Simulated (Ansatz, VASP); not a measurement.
## SnSe2 in VASP and in Ansatz

INCAR

```
PREC = Accurate
ENCUT = 520
EDIFF = 1E-6
ISMEAR = 0
SIGMA = 0.03
LREAL = F
LASPH = T
NELM = 80
ALGO = Normal
ISIF = 2
LWAVE = F
LCHARG = T
GGA = PE
IVDW = 12
LELF = T
LVHAR = T
NBANDS = 20
```

KPOINTS

```
Automatic mesh
0
Gamma
  12 12 6
```

File POSCAR:

```
SnSe2
1.0
    3.8390485956      0.0000000000      0.0000000000
   -1.9195242978      3.3247136102      0.0000000000
    0.0000000000      0.0000000000      6.0116311105
Sn Se
1 2
Direct
    0.0000000000      0.0000000000     -0.0332688411
    0.3333333333      0.6666666667      0.2901580239
    0.6666666667      0.3333333333      0.7598520319
```

Input for Ansatz:

```yaml
crystal:
  lattice:
    - [3.8390485956, 0.0, 0.0]
    - [-1.9195242978, 3.3247136102, 0.0]
    - [0.0, 0.0, 6.0116311105]
  atoms:
    - { symbol: Sn, position: [0.0, 0.0, -0.0332688411] }
    - { symbol: Se, position: [0.3333333333, 0.6666666667, 0.2901580239] }
    - { symbol: Se, position: [0.6666666667, 0.3333333333, 0.7598520319] }
basis:
  ecutwfc: 420
kpoints:
  mp_grid: { grid: [12, 12, 6] }
hamiltonian:
  xc: pbe
  dispersion: d3bj
scf:
  occupations: { method: gaussian, width: 0.03 }
output:
  forces: true
  stress: true
  eigenvalues: true
```

Change from the starting cell: mode 9 (240.0 1/cm) frozen in, largest displacement -0.200 Å.

Alike in both runs: task single point; functional PBE; dispersion D3(BJ); k mesh 12 × 12 × 6; occupations gaussian, width 0.03 eV; no spin polarisation.

|  | VASP | Ansatz |
| --- | --- | --- |
| version | VASP 6.6.1 | Ansatz 0.2.0 |
| potentials or method | VASP PAW PBE potentials, release 64 (Sn_d, Se), cutoff 520 eV | scalar-relativistic, plane waves, PAW |
| valence electrons in the cell | 26 | 46 |

```tsv
	VASP	Ansatz	Ansatz less VASP
gap on the k mesh at the Fermi level (eV)	none	none	-
pressure (GPa)	3.3	3.2	-0.08
traceless stress, the component that is largest in VASP (GPa)	-3.37	-3.35	+0.024
rms of the force components (eV/Å)	1.882	1.871	-0.0104
```

Atom by atom the forces differ by 0.012 eV/Å (rms over components). A gap of «none» marks a metal or a gap that the smearing closes. VASP's potentials hold 26 valence electrons a cell and Ansatz's 46, so a difference there can come from the potentials and not from the codes.
